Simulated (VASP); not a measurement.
# BN (P1) in VASP: single point with PBE

Aim: the single point of BN with PBE.

Everything below comes from runs of VASP 6.6.1. Logs are shortened: lines on timing, memory, paths and dates and some standing lists are left out, and cuts for length are marked.

### 1 The cell of the first run

The typed cell holds 4 atoms: a = 2.544 Å, b = 2.554 Å, c = 4.182 Å, α = 90.75°, β = 88.47°, γ = 121.37°.

### 2 Single point, PBE (atoms moved at random and the cell strained at random)

File INCAR:

```
SYSTEM = BN
PREC = Accurate
ENCUT = 520
EDIFF = 1E-6
ISMEAR = 0
SIGMA = 0.05
LREAL = .False.
LASPH = .True.
NELM = 80
ALGO = Normal
ISIF = 2
LWAVE = .False.
LCHARG = .False.
GGA = PE
NBANDS = 16
```

File KPOINTS:

```
Automatic mesh
0
Gamma
  12 12 6
  0 0 0
```

File POSCAR:

```
BN
1.0
    2.5432813621     -0.0336948896      0.0339514087
   -1.3008213115      2.1984190814     -0.0164551122
    0.0561455168      0.0009940868      4.1815843578
B N
2 2
Direct
    0.6628057238      0.3167491867      0.9985535799
    0.3300479530      0.6797266179      0.4974542378
    0.6757282289      0.3435164139      0.6151915215
    0.3314180943      0.6600077816      0.1388006609
```

Potentials or basis: VASP PAW PBE potentials, release 64 (B, N).

Started as:

```console
$ cat potpaw_PBE.64/B/POTCAR potpaw_PBE.64/N/POTCAR > POTCAR
$ mpirun -np 1 vasp_std > vasp.out
```

OUTCAR:

```text
SYSTEM = BN
   PREC = Accurate
   ENCUT = 520
   EDIFF = 1E-6
   ISMEAR = 0
   LREAL = .False.
   LASPH = .True.
   NELM = 80
   ISIF = 2
   GGA = PE

 ion  position               nearest neighbor table
   1  0.663  0.317  0.999-   4 1.55   4 1.58   4 1.60   3 1.60
   2  0.330  0.680  0.497-   3 1.49   4 1.50   3 1.53   3 1.60
   3  0.676  0.344  0.615-   2 1.49   2 1.53   1 1.60   2 1.60
   4  0.331  0.660  0.139-   2 1.50   1 1.55   1 1.58   1 1.60

  LATTYP: Found a triclinic cell.
 ALAT       =     2.5437311435
 B/A-ratio  =     1.0042321852
 C/A-ratio  =     1.6440264917
 COS(alpha) =     0.0130731850
 COS(beta)  =     0.0267660062
 COS(gamma) =     0.5206237838

  Lattice vectors:

 A1 = (  -2.5432813621,   0.0336948896,  -0.0339514087)
 A2 = (  -1.3008213115,   2.1984190814,  -0.0164551122)
 A3 = (  -0.0561455168,  -0.0009940868,  -4.1815843578)

Analysis of symmetry for initial positions (statically):
=====================================================================
 Subroutine PRICEL returns:
 Original cell was already a primitive cell.

 Routine SETGRP: Setting up the symmetry group for a
 triclinic supercell.

 Subroutine GETGRP returns: Found  1 space group operations
 (whereof  1 operations were pure point group operations)
 out of a pool of  2 trial point group operations.

The static configuration has the point symmetry C_1 .

Analysis of symmetry for dynamics (positions and initial velocities):
=====================================================================
 Subroutine PRICEL returns:
 Original cell was already a primitive cell.

 Routine SETGRP: Setting up the symmetry group for a
 triclinic supercell.

 Subroutine GETGRP returns: Found  1 space group operations
 (whereof  1 operations were pure point group operations)
 out of a pool of  2 trial point group operations.

The dynamic configuration has the point symmetry C_1 .

 Subroutine INISYM returns: Found  1 space group operations
 (whereof  1 operations are pure point group operations),
 and found     1 'primitive' translations

----------------------------------------------------------------------------------------

                                     Primitive cell

  volume of cell :      23.1926

  direct lattice vectors                    reciprocal lattice vectors
     2.543281362 -0.033694890  0.033951409     0.396371359  0.234495699 -0.005377766
[... 92 lines left out ...]
   EDIFFG = 0.1E-04   stopping-criterion for IOM
   NSW    =      0    number of steps for IOM
   IBRION =     -1    ionic relax: 0-MD 1-quasi-New 2-CG
   NFREE  =      0    steps in history (QN), initial steepest desc. (CG)
   ISIF   =      2    stress and relaxation
   ISYM   =      2    0-nonsym 1-usesym 2-fastsym
   POTIM  = 0.5000    time-step for ionic-motion
   TEBEG  =    0.0;   TEEND  =   0.0 temperature during run
   PSTRESS=    0.0 pullay stress
   NELECT =      16.0000    total number of electrons
   NUPDOWN=      -1.0000    fix difference up-down
   EMIN   =  10.00;   EMAX   =-10.00  energy-range for DOS
   EFERMI =   0.00;   METHOD = LEGACY
   ISMEAR =     0;   SIGMA  =   0.05  broadening in eV -4-tet -1-fermi 0-gaus
   EFERMI_NEDOS =   21; number of points for ismear=-14 and -15
   IALGO  =     38    algorithm
   IMIX   =      4    mixing-type and parameters
     AMIX     =   0.40;   BMIX     =  1.00
     AMIX_MAG =   1.60;   BMIX_MAG =  1.00
  volume/ion in A,a.u.               =       5.80        39.13
  Fermi-wavevector in a.u.,A,eV,Ry     =   1.446544  2.733571 28.470034  2.092489
  Thomas-Fermi vector in A             =   2.564600
   LORBIT       =      0    0 simple, 1 ext, 2 COOP (PROOUT), +10 PAW based schemes
   GGA     = PE    functional components
   LHFCALC =     F    Hartree Fock is set to
   AEXX    =    0.0000 exact exchange contribution
   IVDW    =     0    specifies the selected vdW correction
   LEPSILON=     F    determine dielectric tensor
   LRPA    =     F    only Hartree local field effects (RPA)
 non-spin polarized calculation
 Gauss-broadening in eV      SIGMA  =   0.05
  energy-cutoff  :      520.00
  volume of cell :       23.19
 maximum number of plane-waves:       639
   NGX =  9   NGY =  9   NGZ = 15

 number of electron      16.0000000 magnetization

 Free energy of the ion-electron system (eV)
  ---------------------------------------------------
  ext. energy  EPLUGINS =         0.00000000
  ---------------------------------------------------
  free energy    TOTEN  =       -34.58117652 eV

  energy without entropy =      -34.58117652  energy(sigma->0) =      -34.58117652

 E-fermi :   8.2092     XC(G=0): -12.9044

 val. band max:        8.0161121343   @ k =   0.0000   0.0000   0.0000
 cond. band min:      12.7537803449   @ k =   0.3333   0.3333   0.0000
 fundamental gap:      4.7376682107
 Fermi energy:         8.2092160168

 k-point     1 :       0.0000    0.0000    0.0000
  band No.  band energies     occupation
      1     -12.8570      2.00000
      2      -8.5716      2.00000
      3      -3.3456      2.00000
      4       5.4685      2.00000
      5       5.7208      2.00000
      6       7.3778      2.00000
[... 433 lines left out ...]
      3      -1.2186      2.00000
      4       0.1232      2.00000
      5       0.6223      2.00000
      6       1.7831      2.00000
[... 8 lines left out ...]
     15      23.9982      0.00000
     16      24.7706      0.00000

 [... further k-points ...]

------------------------ aborting loop because EDIFF is reached ----------------------------------------

  FORCE on cell =-STRESS in cart. coord.  units (eV):
  Direction    XX          YY          ZZ          XY          YZ          ZX
  --------------------------------------------------------------------------------------
  -------------------------------------------------------------------------------------
  Total        1.3873803      2.3805562      2.3271479      1.8768977     -0.0755065     -1.5343585
  in kB       95.8420853    164.4520043    160.7624847    129.6586020     -5.2160920   -105.9955343
  external PRESSURE =     140.3521914 kB  Pullay stress =       0.0000000 kB

 VOLUME and BASIS-vectors are now :
 -----------------------------------------------------------------------------
  energy-cutoff  :      520.00
  volume of cell :       23.19
      direct lattice vectors                 reciprocal lattice vectors
     2.543281362 -0.033694890  0.033951409     0.396371359  0.234495699 -0.005377766
    -1.300821312  2.198419081 -0.016455112     0.006076578  0.458466456 -0.000190580
     0.056145517  0.000994087  4.181584358    -0.003194334 -0.000099805  0.239186720

 POSITION                                       TOTAL-FORCE (eV/Angst)
 -----------------------------------------------------------------------------------
      1.32973      0.67501      4.19283        -0.116510      0.729693      0.550131
     -0.01687      1.48370      2.08017         1.091215     -0.235330      0.299082
      1.30625      0.73304      2.58976        -1.042207     -0.265240      2.363308
     -0.00787      1.43994      0.58080         0.067502     -0.229122     -3.212521
 -----------------------------------------------------------------------------------
    total drift:                               -0.000061     -0.000030      0.000100

  FREE ENERGIE OF THE ION-ELECTRON SYSTEM (eV)
  ---------------------------------------------------
  free  energy   TOTEN  =       -34.5811765164 eV

  energy  without entropy=      -34.5811765164  energy(sigma->0) =      -34.58117652
```

Run time: 1.9 min. Hardware: 1 thread of Intel Xeon Platinum 8375C at 2.90GHz (Ice Lake), shared host; peak memory 0.24 GiB.

Results:

- Free energy: -34.5812 eV
- Pressure: 14.0 GPa
- Largest force: 3.221 eV/Å
- Band gap on the k mesh: 4.74 eV (least direct gap 7.42 eV)

Forces in eV/Å, atoms in the order of the input:
```
B   -0.117  0.730  0.550
B    1.091 -0.235  0.299
N   -1.042 -0.265  2.363
N    0.068 -0.229 -3.213
```

Caveat: the cell differs from its parent crystal (atoms moved at random and the cell strained at random); the stress differs along the axes, from 10 to 16 GPa; forces of over 1 eV/Å act on the atoms, so gaps and moduli don't describe the material at rest. A k mesh can miss the band edges.
